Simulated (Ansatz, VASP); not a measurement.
One calculation of Cd, two programs

```
Cd
1.0
     3.70731    2.14042    7.00712
    -3.70731    2.14042    7.00712
     0.00000   -4.28084    7.00712
Cd
12
Direct
  0.09847 0.49234 0.09847
  0.09847 0.09847 0.49234
  0.49234 0.09847 0.09847
  0.90153 0.50766 0.90153
  0.50766 0.90153 0.90153
  0.90153 0.90153 0.50766
  0.24161 0.63889 0.24161
  0.24161 0.24161 0.63889
  0.63889 0.24161 0.24161
  0.75839 0.36111 0.75839
  0.36111 0.75839 0.75839
  0.75839 0.75839 0.36111
```

Alike in both runs: functional r2SCAN; k mesh 3 × 3 × 3; occupations gaussian, width 0.1 eV; no spin polarisation.

Ansatz relaxed the structure, and its values are those at the end. VASP's run is a single point on that final structure, the one shown.

```csv
,VASP,Ansatz
version,VASP 6.6.1,Ansatz 0.2.0
potentials or method,"VASP PAW PBE potentials, release 64 (Cd), cutoff 520 eV","scalar-relativistic, plane waves, PAW"
valence electrons in the cell,144,240
```

```tsv
	VASP	Ansatz	Ansatz less VASP
gap on the k mesh at the Fermi level (eV)	none	none	-
pressure (GPa)	0.2	0.0	-0.25
rms of the force components (eV/Å)	0.013	0.013	+0.0004
```

VASP's potentials were made for PBE, not for r2SCAN. A gap of «none» marks a metal or a gap that the smearing closes. VASP's potentials hold 144 valence electrons a cell and Ansatz's 240, so a difference there can come from the potentials and not from the codes.
